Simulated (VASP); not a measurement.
# AlCo (m.b) (Pm-3m) in VASP: single point with PBE

Aim: the single point of AlCo (m.b) with PBE.

Everything below comes from runs of VASP 6.6.1. Logs are shortened: lines on timing, memory, paths and dates and some standing lists are left out, and cuts for length are marked.

**1. The cell of the first run**

It takes space group Pm-3m (No. 221, cubic). Conventional cell: a = 2.852 Å, b = 2.852 Å, c = 2.852 Å, α = 90.00°, β = 90.00°, γ = 90.00°. Within 3.3 Å of Co (site symmetry m-3m) lie 8 Al at 2.47 Å and 6 Co at 2.85 Å. Within 3.3 Å of Al (site symmetry m-3m) lie 8 Co at 2.47 Å and 6 Al at 2.85 Å.

**2. Single point, PBE**

Contents of INCAR:

```
PREC = Accurate
ENCUT = 600
EDIFF = 1E-6
ISMEAR = 0
SIGMA = 0.1
LREAL = False
LASPH = True
NELM = 120
ALGO = Normal
ISIF = 2
LWAVE = False
LCHARG = False
GGA = PE
NBANDS = 13
GGA_COMPAT = False
```

Contents of KPOINTS:

```
regular mesh
0
Gamma
  14 14 14
```

Contents of POSCAR:

```
AlCo
1.0
    2.8517131174      0.0000000000      0.0000000000
    0.0000000000      2.8517131174      0.0000000000
    0.0000000000      0.0000000000      2.8517131174
Co Al
1 1
Direct
    0.0000000000      0.0000000000      0.0000000000
    0.5000000000      0.5000000000      0.5000000000
```

Potentials or basis: VASP PAW PBE potentials, release 64 (Co, Al).

Started as:

```bash
$ cat potpaw_PBE.64/Co/POTCAR potpaw_PBE.64/Al/POTCAR > POTCAR
$ mpirun -np 1 vasp_std > vasp.out
```

OUTCAR:

```text
PREC = Accurate
   ENCUT = 600
   EDIFF = 1E-6
   ISMEAR = 0
   LREAL = False
   LASPH = True
   NELM = 120
   ISIF = 2
   GGA = PE

 ion  position               nearest neighbor table
   1  0.000  0.000  0.000-   2 2.47   2 2.47   2 2.47   2 2.47   2 2.47   2 2.47   2 2.47   2 2.47

   2  0.500  0.500  0.500-   1 2.47   1 2.47   1 2.47   1 2.47   1 2.47   1 2.47   1 2.47   1 2.47

  LATTYP: Found a simple cubic cell.
 ALAT       =     2.8517131174

  Lattice vectors:

 A1 = (   2.8517131174,   0.0000000000,   0.0000000000)
 A2 = (   0.0000000000,   2.8517131174,   0.0000000000)
 A3 = (   0.0000000000,   0.0000000000,   2.8517131174)

Analysis of symmetry for initial positions (statically):
=====================================================================
 Subroutine PRICEL returns:
 Original cell was already a primitive cell.

 Routine SETGRP: Setting up the symmetry group for a
 simple cubic supercell.

 Subroutine GETGRP returns: Found 48 space group operations
 (whereof 48 operations were pure point group operations)
 out of a pool of 48 trial point group operations.

The static configuration has the point symmetry O_h .

Analysis of symmetry for dynamics (positions and initial velocities):
=====================================================================
 Subroutine PRICEL returns:
 Original cell was already a primitive cell.

 Routine SETGRP: Setting up the symmetry group for a
 simple cubic supercell.

 Subroutine GETGRP returns: Found 48 space group operations
 (whereof 48 operations were pure point group operations)
 out of a pool of 48 trial point group operations.

The dynamic configuration has the point symmetry O_h .

 Subroutine INISYM returns: Found 48 space group operations
 (whereof 48 operations are pure point group operations),
 and found     1 'primitive' translations

----------------------------------------------------------------------------------------

                                     Primitive cell

  volume of cell :      23.1909

  direct lattice vectors                    reciprocal lattice vectors
     2.851713117  0.000000000  0.000000000     0.350666410  0.000000000  0.000000000
     0.000000000  2.851713117  0.000000000     0.000000000  0.350666410  0.000000000
     0.000000000  0.000000000  2.851713117     0.000000000  0.000000000  0.350666410

  length of vectors
     2.851713117  2.851713117  2.851713117     0.350666410  0.350666410  0.350666410

  position of ions in fractional coordinates (direct lattice)
     0.000000000  0.000000000  0.000000000
     0.500000000  0.500000000  0.500000000

  ion indices of the primitive-cell ions
   primitive index   ion index
                 1           1
                 2           2

----------------------------------------------------------------------------------------

 KPOINTS: regular mesh

Automatic generation of k-mesh.
 Grid dimensions read from file:
 generate k-points for:   14   14   14

 Generating k-lattice:

  Cartesian coordinates                     Fractional coordinates (reciprocal lattice)
     0.025047601  0.000000000  0.000000000     0.071428571  0.000000000  0.000000000
     0.000000000  0.025047601  0.000000000     0.000000000  0.071428571  0.000000000
     0.000000000  0.000000000  0.025047601     0.000000000  0.000000000  0.071428571

  Length of vectors
     0.025047601  0.025047601  0.025047601

  Shift w.r.t. Gamma in fractional coordinates (k-lattice)
     0.000000000  0.000000000  0.000000000

 Subroutine IBZKPT returns following result:
 ===========================================

 Found    120 irreducible k-points:

 Following reciprocal coordinates:
            Coordinates               Weight
  0.000000  0.000000  0.000000      1.000000
  0.071429  0.000000  0.000000      6.000000
  0.142857  0.000000  0.000000      6.000000
  0.214286  0.000000  0.000000      6.000000
  0.285714  0.000000  0.000000      6.000000
  0.357143  0.000000  0.000000      6.000000
[... 16 lines left out ...]
  0.285714  0.214286  0.000000     24.000000
  0.357143  0.214286  0.000000     24.000000
 [... further k-points ...]
   k-points           NKPTS =    120   k-points in BZ     NKDIM =    120   number of bands    NBANDS=     13
   number of dos      NEDOS =    301   number of ions     NIONS =      2
   total plane-waves  NPLWV =  13824
   dimension x,y,z NGX =    24 NGY =   24 NGZ =   24
   dimension x,y,z NGXF=    48 NGYF=   48 NGZF=   48
   ions per type =               1   1
   NGX,Y,Z   is equivalent  to a cutoff of  13.99, 13.99, 13.99 a.u.
   NGXF,Y,Z  is equivalent  to a cutoff of  27.98, 27.98, 27.98 a.u.
 SYSTEM =  unknown system
   PREC   = accura    normal or accurate (medium, high low for compatibility)
   ISTART =      0    job   : 0-new  1-cont  2-samecut
   ICHARG =      2    charge: 1-file 2-atom 10-const
   ISPIN  =      1    spin polarized calculation?
   LNONCOLLINEAR =      F non collinear calculations
   LSORBIT =      F    spin-orbit coupling
   LASPH  =      T    aspherical Exc in radial PAW
   ENCUT  =  600.0 eV  44.10 Ry    6.64 a.u.   5.70  5.70  5.70*2*pi/ulx,y,z
   NELM   =    120;   NELMIN=  2; NELMDL= -5     # of ELM steps
   EDIFF  = 0.1E-05   stopping-criterion for ELM
   LREAL  =      F    real-space projection
   EDIFFG = 0.1E-04   stopping-criterion for IOM
   NSW    =      0    number of steps for IOM
   IBRION =     -1    ionic relax: 0-MD 1-quasi-New 2-CG
   NFREE  =      0    steps in history (QN), initial steepest desc. (CG)
   ISIF   =      2    stress and relaxation
   ISYM   =      2    0-nonsym 1-usesym 2-fastsym
   POTIM  = 0.5000    time-step for ionic-motion
   TEBEG  =    0.0;   TEEND  =   0.0 temperature during run
   PSTRESS=    0.0 pullay stress
   NELECT =      12.0000    total number of electrons
   NUPDOWN=      -1.0000    fix difference up-down
   EMIN   =  10.00;   EMAX   =-10.00  energy-range for DOS
   EFERMI =   0.00;   METHOD = LEGACY
   ISMEAR =     0;   SIGMA  =   0.10  broadening in eV -4-tet -1-fermi 0-gaus
   EFERMI_NEDOS =   21; number of points for ismear=-14 and -15
   IALGO  =     38    algorithm
   IMIX   =      4    mixing-type and parameters
     AMIX     =   0.40;   BMIX     =  1.00
     AMIX_MAG =   1.60;   BMIX_MAG =  1.00
  volume/ion in A,a.u.               =      11.60        78.25
  Fermi-wavevector in a.u.,A,eV,Ry     =   1.314305  2.483676 23.502663  1.727397
  Thomas-Fermi vector in A             =   2.444567
   LORBIT       =      0    0 simple, 1 ext, 2 COOP (PROOUT), +10 PAW based schemes
   GGA     = PE    functional components
   LHFCALC =     F    Hartree Fock is set to
   AEXX    =    0.0000 exact exchange contribution
   IVDW    =     0    specifies the selected vdW correction
   LEPSILON=     F    determine dielectric tensor
   LRPA    =     F    only Hartree local field effects (RPA)
 non-spin polarized calculation
 Gauss-broadening in eV      SIGMA  =   0.10
  energy-cutoff  :      600.00
  volume of cell :       23.19
 maximum number of plane-waves:       804
 NGX is ok and might be reduce to    24
   NGX = 11   NGY = 11   NGZ = 11

 number of electron      11.9999996 magnetization

 Free energy of the ion-electron system (eV)
  ---------------------------------------------------
  ext. energy  EPLUGINS =         0.00000000
  ---------------------------------------------------
  free energy    TOTEN  =       -11.99099003 eV

  energy without entropy =      -11.98744183  energy(sigma->0) =      -11.98921593

 E-fermi :  10.5623     XC(G=0): -12.2563

 val. band max:       10.5568339324   @ k =   0.5000   0.3571   0.0714
 cond. band min:      10.6305891062   @ k =   0.5000   0.2857   0.0000
 fundamental gap:      0.0737551738
 Fermi energy:        10.5622526581

 k-point     1 :       0.0000    0.0000    0.0000
  band No.  band energies     occupation
      1      -0.5119      2.00000
      2       7.5993      2.00000
      3       7.5993      2.00000
      4       9.7093      2.00000
      5       9.7093      2.00000
      6       9.7093      2.00000
      7      16.5064      0.00000
      8      16.5064      0.00000
      9      16.5064      0.00000
     10      19.2769      0.00000
     11      19.2769      0.00000
     12      25.6681      0.00000
     13      32.1466      0.00000

 k-point     2 :       0.0714    0.0000    0.0000
  band No.  band energies     occupation
      1      -0.4153      2.00000
      2       7.5897      2.00000
      3       7.6261      2.00000
      4       9.6572      2.00000
      5       9.6572      2.00000
      6       9.7147      2.00000
      7      15.5846      0.00000
      8      16.6415      0.00000
      9      16.6415      0.00000
     10      19.2646      0.00000
     11      20.1272      0.00000
     12      25.9823      0.00000
     13      31.0568      0.00000

 k-point     3 :       0.1429    0.0000    0.0000
  band No.  band energies     occupation
      1      -0.1271      2.00000
      2       7.5328      2.00000
      3       7.7023      2.00000
      4       9.5179      2.00000
      5       9.5179      2.00000
      6       9.7300      2.00000
      7      14.0501      0.00000
      8      17.0308      0.00000
      9      17.0308      0.00000
     10      19.2284      0.00000
     11      21.4176      0.00000
     12      26.9714      0.00000
     13      29.3292      0.00000
[... 305 lines left out ...]
 k-point    23 :       0.2857    0.2143    0.0000
  band No.  band energies     occupation
      1       1.8043      2.00000
      2       7.2213      2.00000
      3       7.8355      2.00000
      4       8.7819      2.00000
      5       9.1993      2.00000
      6       9.4452      2.00000
      7      11.9420      0.00000
      8      14.3921      0.00000
      9      19.4550      0.00000
     10      19.9192      0.00000
     11      22.8255      0.00000
     12      26.5103      0.00000
     13      26.9349      0.00000

 k-point    24 :       0.3571    0.2143    0.0000
  band No.  band energies     occupation
      1       2.5815      2.00000
      2       6.4995      2.00000
      3       8.0422      2.00000
      4       8.7136      2.00000
      5       9.0524      2.00000
      6       9.4699      2.00000
      7      11.2070      0.00000
      8      15.0058      0.00000
      9      18.9394      0.00000
     10      20.3428      0.00000
     11      22.6724      0.00000
     12      25.0561      0.00000
     13      27.3384      0.00000

 [... further k-points ...]
[... 5 lines left out ...]
  --------------------------------------------------------------------------------------
  -------------------------------------------------------------------------------------
  Total       -0.0032065     -0.0032065     -0.0032065     -0.0000000     -0.0000000      0.0000000
  in kB       -0.2215280     -0.2215280     -0.2215280     -0.0000000     -0.0000000      0.0000000
  external PRESSURE =      -0.2215280 kB  Pullay stress =       0.0000000 kB

 VOLUME and BASIS-vectors are now :
 -----------------------------------------------------------------------------
  energy-cutoff  :      600.00
  volume of cell :       23.19
      direct lattice vectors                 reciprocal lattice vectors
     2.851713117  0.000000000  0.000000000     0.350666410  0.000000000  0.000000000
     0.000000000  2.851713117  0.000000000     0.000000000  0.350666410  0.000000000
     0.000000000  0.000000000  2.851713117     0.000000000  0.000000000  0.350666410

 POSITION                                       TOTAL-FORCE (eV/Angst)
 -----------------------------------------------------------------------------------
      0.00000      0.00000      0.00000         0.000000      0.000000      0.000000
      1.42586      1.42586      1.42586         0.000000      0.000000      0.000000
 -----------------------------------------------------------------------------------
    total drift:                                0.000000      0.000000      0.000000

  FREE ENERGIE OF THE ION-ELECTRON SYSTEM (eV)
  ---------------------------------------------------
  free  energy   TOTEN  =       -11.9909900297 eV

  energy  without entropy=      -11.9874418327  energy(sigma->0) =      -11.98921593
```

Run time: 39 s. Hardware: 1 thread of Intel Xeon 8259CL, shared host; peak memory 0.18 GiB.

What came out:

| Quantity | Value |
| --- | --- |
| Free energy | -11.9910 eV |
| Pressure | 0.0 GPa |
| Band gap on the k mesh | zero (band 6 reaches 12.94 eV, above the bottom of band 7 at 10.31 eV) |

Levels at points of the mesh, in eV from the Fermi level:
```csv
k point,band 4,band 5,band 6,band 7,band 8,band 9
"(0.00, 0.00, 0.00)",-0.85,-0.85,-0.85,5.94,5.94,5.94
"(0.50, 0.00, 0.00)",-1.72,-1.72,-0.74,0.16,8.38,10.59
"(0.50, 0.50, 0.00)",-2.69,-1.51,-1.51,-0.25,2.41,3.43
"(0.50, 0.50, 0.50)",-0.21,-0.21,2.38,2.38,2.38,4.08
```
